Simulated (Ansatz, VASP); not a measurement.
## Sb: VASP beside Ansatz

```
Sb
1.0
    -1.56596    1.56596    2.69374
     1.56596   -1.56596    2.69374
     1.56596    1.56596   -2.69374
Sb
1
Cartesian
  0.0000 0.0000 0.0000
```

Alike in both runs: task single point; functional PBE0; k mesh 8 × 8 × 8; occupations fermi-dirac, width 0.05 eV; no spin polarisation.

```csv
,VASP,Ansatz
version,VASP 6.6.1,Ansatz 0.2.0
potentials or method,"VASP PAW PBE potentials, release 64 (Sb)",Ansatz PAW
plane-wave cutoff (eV),520,420
valence electrons in the cell,5,15
```

|  | VASP | Ansatz | Ansatz less VASP |
| --- | --- | --- | --- |
| gap on the k mesh at the Fermi level (eV) | none | none | - |
| pressure (GPa) | -0.4 | 0.8 | +1.21 |
| traceless stress, the component that is largest in VASP (GPa) | 1.00 | 0.75 | -0.251 |

A gap of «none» marks a metal or a gap that the smearing closes. VASP's potentials hold 5 valence electrons a cell and Ansatz's 15, so a difference there can come from the potentials and not from the codes.

Spin-orbit coupling is off throughout.
